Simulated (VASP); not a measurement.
# NaCl (I4/mmm) in VASP: single point with PBEsol

Aim: the single point of NaCl with PBEsol.

All numbers are computed with VASP 6.6.1; they aren't measurements. Logs are shortened: lines on timing, memory, paths and dates and some standing lists are left out, and cuts for length are marked.

**1. The cell of the first run**

Symmetry: I4/mmm, No. 139, tetragonal system. The conventional cell has a = 3.951 Å, b = 3.951 Å, c = 5.365 Å, α = 90.00°, β = 90.00°, γ = 90.00°. Cl (site symmetry 4/mmm) has 6 Na at 2.68 to 2.79 Å within 3.5 Å. Within 3.5 Å of Na (site symmetry 4/mmm) lie 6 Cl at 2.68 to 2.79 Å.

**2. Single point, PBEsol**

The input, INCAR:

```
SYSTEM = NaCl
PREC     = Accurate       ! precision mode
ENCUT    = 500            ! plane-wave cutoff, eV
EDIFF    = 1E-6           ! SCF threshold, eV
ISMEAR   = -1             ! smearing method
SIGMA    = 0.05           ! smearing width, eV
LREAL    = .False.        ! projectors in reciprocal space
LASPH    = .True.         ! aspherical terms in the spheres
NELM     = 120            ! most SCF steps
ALGO     = Normal         ! electronic algorithm
ISIF     = 2              ! what is computed and relaxed
LWAVE    = .False.        ! write WAVECAR
LCHARG   = .True.         ! write CHGCAR
GGA      = PS             ! functional
LELF     = .True.         ! ELF
LVHAR    = .True.       
NBANDS   = 14             ! bands
GGA_COMPAT= .False.
```

The input, KPOINTS:

```
Automatic mesh
0
Gamma
  7 7 7
  0 0 0
```

The input, POSCAR:

```
NaCl
1.0
    0.0000000000      2.7940632177      2.6823006890
    2.7940632177      0.0000000000      2.6823006890
    2.7940632177      2.7940632177      0.0000000000
Cl Na
1 1
Direct
    0.5000000000      0.5000000000      0.5000000000
    0.0000000000      0.0000000000      0.0000000000
```

Potentials or basis: VASP PAW PBE potentials, release 64 (Cl, Na_pv).

Command:

```
> cat potpaw_PBE.64/Cl/POTCAR potpaw_PBE.64/Na_pv/POTCAR > POTCAR
> mpirun -np 1 vasp_std > vasp.out
```

OUTCAR:

```text
SYSTEM = NaCl
   PREC = Accurate
   ENCUT = 500
   EDIFF = 1E-6
   ISMEAR = -1
   LREAL = .False.
   LASPH = .True.
   NELM = 120
   ISIF = 2
   GGA = PS

 ion  position               nearest neighbor table
   1  0.500  0.500  0.500-   2 2.68   2 2.68
   2  0.000  0.000  0.000-   1 2.68   1 2.68

  LATTYP: Found a body centered tetragonal cell.
 ALAT       =     3.9514020966
 C/A-ratio  =     1.3576450199

  Lattice vectors:

 A1 = (   0.0000000000,  -2.7940632177,  -2.6823006890)
 A2 = (   0.0000000000,   2.7940632177,  -2.6823006890)
 A3 = (   2.7940632177,   0.0000000000,   2.6823006890)

Analysis of symmetry for initial positions (statically):
=====================================================================
 Subroutine PRICEL returns:
 Original cell was already a primitive cell.

 Routine SETGRP: Setting up the symmetry group for a
 body centered tetragonal supercell.

 Subroutine GETGRP returns: Found 16 space group operations
 (whereof 16 operations were pure point group operations)
 out of a pool of 16 trial point group operations.

The static configuration has the point symmetry D_4h.

Analysis of symmetry for dynamics (positions and initial velocities):
=====================================================================
 Subroutine PRICEL returns:
 Original cell was already a primitive cell.

 Routine SETGRP: Setting up the symmetry group for a
 body centered tetragonal supercell.

 Subroutine GETGRP returns: Found 16 space group operations
 (whereof 16 operations were pure point group operations)
 out of a pool of 16 trial point group operations.

The dynamic configuration has the point symmetry D_4h.

 Subroutine INISYM returns: Found 16 space group operations
 (whereof 16 operations are pure point group operations),
 and found     1 'primitive' translations

----------------------------------------------------------------------------------------

                                     Primitive cell

  volume of cell :      41.8803

  direct lattice vectors                    reciprocal lattice vectors
     0.000000000  2.794063218  2.682300689    -0.178950854  0.178950854  0.186407140
     2.794063218  0.000000000  2.682300689     0.178950854 -0.178950854  0.186407140
     2.794063218  2.794063218  0.000000000     0.178950854  0.178950854 -0.186407140

  length of vectors
     3.873180379  3.873180379  3.951402097     0.314315826  0.314315826  0.314315826

  position of ions in fractional coordinates (direct lattice)
     0.500000000  0.500000000  0.500000000
     0.000000000  0.000000000  0.000000000

  ion indices of the primitive-cell ions
   primitive index   ion index
                 1           1
                 2           2

----------------------------------------------------------------------------------------

 KPOINTS: Automatic mesh

Automatic generation of k-mesh.
 Grid dimensions read from file:
 generate k-points for:    7    7    7

 Generating k-lattice:

  Cartesian coordinates                     Fractional coordinates (reciprocal lattice)
    -0.025564408  0.025564408  0.026629591     0.142857143 -0.000000000  0.000000000
     0.025564408 -0.025564408  0.026629591    -0.000000000  0.142857143  0.000000000
     0.025564408  0.025564408 -0.026629591     0.000000000  0.000000000  0.142857143

  Length of vectors
     0.044902261  0.044902261  0.044902261

  Shift w.r.t. Gamma in fractional coordinates (k-lattice)
     0.000000000  0.000000000  0.000000000

 Subroutine IBZKPT returns following result:
 ===========================================

 Found     40 irreducible k-points:

 Following reciprocal coordinates:
            Coordinates               Weight
  0.000000  0.000000  0.000000      1.000000
  0.142857  0.000000  0.000000      8.000000
  0.285714  0.000000  0.000000      8.000000
  0.428571  0.000000  0.000000      8.000000
  0.142857  0.142857  0.000000      2.000000
  0.285714  0.142857  0.000000      8.000000
[... 16 lines left out ...]
  0.428571  0.285714  0.142857      8.000000
 -0.428571  0.285714  0.142857     16.000000
 [... further k-points ...]
   k-points           NKPTS =     40   k-points in BZ     NKDIM =     40   number of bands    NBANDS=     14
   number of dos      NEDOS =    301   number of ions     NIONS =      2
   total plane-waves  NPLWV =  23520
   dimension x,y,z NGX =    28 NGY =   28 NGZ =   30
   dimension x,y,z NGXF=    56 NGYF=   56 NGZF=   60
   ions per type =               1   1
   NGX,Y,Z   is equivalent  to a cutoff of  12.02, 12.02, 12.62 a.u.
   NGXF,Y,Z  is equivalent  to a cutoff of  24.04, 24.04, 25.24 a.u.
 SYSTEM =  NaCl
   PREC   = accura    normal or accurate (medium, high low for compatibility)
   ISTART =      0    job   : 0-new  1-cont  2-samecut
   ICHARG =      2    charge: 1-file 2-atom 10-const
   ISPIN  =      1    spin polarized calculation?
   LNONCOLLINEAR =      F non collinear calculations
   LSORBIT =      F    spin-orbit coupling
   LASPH  =      T    aspherical Exc in radial PAW
   ENCUT  =  500.0 eV  36.75 Ry    6.06 a.u.   7.06  7.06  7.20*2*pi/ulx,y,z
   NELM   =    120;   NELMIN=  2; NELMDL= -5     # of ELM steps
   EDIFF  = 0.1E-05   stopping-criterion for ELM
   LREAL  =      F    real-space projection
   EDIFFG = 0.1E-04   stopping-criterion for IOM
   NSW    =      0    number of steps for IOM
   IBRION =     -1    ionic relax: 0-MD 1-quasi-New 2-CG
   NFREE  =      0    steps in history (QN), initial steepest desc. (CG)
   ISIF   =      2    stress and relaxation
   ISYM   =      2    0-nonsym 1-usesym 2-fastsym
   POTIM  = 0.5000    time-step for ionic-motion
   TEBEG  =    0.0;   TEEND  =   0.0 temperature during run
   PSTRESS=    0.0 pullay stress
   NELECT =      14.0000    total number of electrons
   NUPDOWN=      -1.0000    fix difference up-down
   EMIN   =  10.00;   EMAX   =-10.00  energy-range for DOS
   EFERMI =   0.00;   METHOD = LEGACY
   ISMEAR =    -1;   SIGMA  =   0.05  broadening in eV -4-tet -1-fermi 0-gaus
   EFERMI_NEDOS =   21; number of points for ismear=-14 and -15
   IALGO  =     38    algorithm
   IMIX   =      4    mixing-type and parameters
     AMIX     =   0.40;   BMIX     =  1.00
     AMIX_MAG =   1.60;   BMIX_MAG =  1.00
  volume/ion in A,a.u.               =      20.94       141.31
  Fermi-wavevector in a.u.,A,eV,Ry     =   1.136181  2.147071 17.563861  1.290907
  Thomas-Fermi vector in A             =   2.272886
   LORBIT       =      0    0 simple, 1 ext, 2 COOP (PROOUT), +10 PAW based schemes
   GGA     = PS    functional components
   LHFCALC =     F    Hartree Fock is set to
   AEXX    =    0.0000 exact exchange contribution
   IVDW    =     0    specifies the selected vdW correction
   LEPSILON=     F    determine dielectric tensor
   LRPA    =     F    only Hartree local field effects (RPA)
 non-spin polarized calculation
  energy-cutoff  :      500.00
  volume of cell :       41.88
 maximum number of plane-waves:      1077
   NGX = 15   NGY = 15   NGZ = 15

 number of electron      14.0000009 magnetization

 Free energy of the ion-electron system (eV)
  ---------------------------------------------------
  ext. energy  EPLUGINS =         0.00000000
  ---------------------------------------------------
  free energy    TOTEN  =        -6.97989330 eV

  energy without entropy =       -6.97989330  energy(sigma->0) =       -6.97989330

 E-fermi :   0.6475     XC(G=0):  -8.6372

 val. band max:       -0.3612754121   @ k =   0.0000   0.0000   0.0000
 cond. band min:       4.8223917122   @ k =   0.0000   0.0000   0.0000
 fundamental gap:      5.1836671242
 Fermi energy:         0.6475248274

 k-point     1 :       0.0000    0.0000    0.0000
  band No.  band energies     occupation
      1     -20.9014      2.00000
      2     -20.9014      2.00000
      3     -20.8995      2.00000
      4     -13.1856      2.00000
      5      -0.3936      2.00000
      6      -0.3613      2.00000
      7      -0.3613      2.00000
      8       4.8224      0.00000
      9      10.5868      0.00000
     10      10.5868      0.00000
     11      10.9103      0.00000
     12      12.7337      0.00000
     13      13.2618      0.00000
     14      14.4954      0.00000

 k-point     2 :       0.1429    0.0000    0.0000
  band No.  band energies     occupation
      1     -20.9090      2.00000
      2     -20.9021      2.00000
      3     -20.9005      2.00000
      4     -13.1096      2.00000
      5      -0.9067      2.00000
      6      -0.4357      2.00000
      7      -0.4316      2.00000
      8       5.4925      0.00000
      9      10.0183      0.00000
     10      10.8279      0.00000
     11      11.0788      0.00000
     12      12.5096      0.00000
     13      12.9286      0.00000
     14      15.7023      0.00000

 k-point     3 :       0.2857    0.0000    0.0000
  band No.  band energies     occupation
      1     -20.9272      2.00000
      2     -20.9039      2.00000
      3     -20.9013      2.00000
      4     -12.9317      2.00000
      5      -1.8514      2.00000
      6      -0.5820      2.00000
      7      -0.5530      2.00000
      8       6.5323      0.00000
      9       9.6918      0.00000
     10      10.7805      0.00000
     11      11.1996      0.00000
     12      13.2391      0.00000
     13      13.3406      0.00000
     14      15.4716      0.00000
[... 324 lines left out ...]
 k-point    23 :       0.4286    0.2857    0.1429
  band No.  band energies     occupation
      1     -20.9288      2.00000
      2     -20.9115      2.00000
      3     -20.9051      2.00000
      4     -12.8120      2.00000
      5      -1.9750      2.00000
      6      -1.0705      2.00000
      7      -0.7427      2.00000
      8       7.6948      0.00000
      9       8.6721      0.00000
     10      10.0756      0.00000
     11      11.9924      0.00000
     12      12.6896      0.00000
     13      15.2724      0.00000
     14      17.7255      0.00000

 k-point    24 :      -0.4286    0.2857    0.1429
  band No.  band energies     occupation
      1     -20.9327      2.00000
      2     -20.9145      2.00000
      3     -20.9070      2.00000
      4     -12.7208      2.00000
      5      -2.1630      2.00000
      6      -1.3441      2.00000
      7      -0.8693      2.00000
      8       8.1380      0.00000
      9       9.2814      0.00000
     10       9.5298      0.00000
     11      11.7421      0.00000
     12      13.9449      0.00000
     13      15.5127      0.00000
     14      16.9776      0.00000

 [... further k-points ...]

------------------------ aborting loop because EDIFF is reached ----------------------------------------

  FORCE on cell =-STRESS in cart. coord.  units (eV):
  Direction    XX          YY          ZZ          XY          YZ          ZX
  --------------------------------------------------------------------------------------
  -------------------------------------------------------------------------------------
  Total        0.1847127      0.1847127      0.8433404      0.0000000     -0.0000000      0.0000000
  in kB        7.0663875      7.0663875     32.2629139      0.0000000     -0.0000000      0.0000000
  external PRESSURE =      15.4652296 kB  Pullay stress =       0.0000000 kB

 VOLUME and BASIS-vectors are now :
 -----------------------------------------------------------------------------
  energy-cutoff  :      500.00
  volume of cell :       41.88
      direct lattice vectors                 reciprocal lattice vectors
     0.000000000  2.794063218  2.682300689    -0.178950854  0.178950854  0.186407140
     2.794063218  0.000000000  2.682300689     0.178950854 -0.178950854  0.186407140
     2.794063218  2.794063218  0.000000000     0.178950854  0.178950854 -0.186407140

 POSITION                                       TOTAL-FORCE (eV/Angst)
 -----------------------------------------------------------------------------------
      2.79406      2.79406      2.68230         0.000000      0.000000      0.000000
      0.00000      0.00000      0.00000         0.000000      0.000000      0.000000
 -----------------------------------------------------------------------------------
    total drift:                                0.000000      0.000000      0.000000

  FREE ENERGIE OF THE ION-ELECTRON SYSTEM (eV)
  ---------------------------------------------------
  free  energy   TOTEN  =        -6.9798932993 eV

  energy  without entropy=       -6.9798932992  energy(sigma->0) =       -6.97989330
```

Wall time 26 s (1 thread of Intel Xeon 8259CL, shared host); peak memory 0.16 GiB.

Results:

```
Free energy            : -6.9799 eV
Pressure               : 1.5 GPa
Band gap on the k mesh : 5.18 eV
```

Caveat: the PAW data sets were made with another functional, which shifts forces and pressure a little.
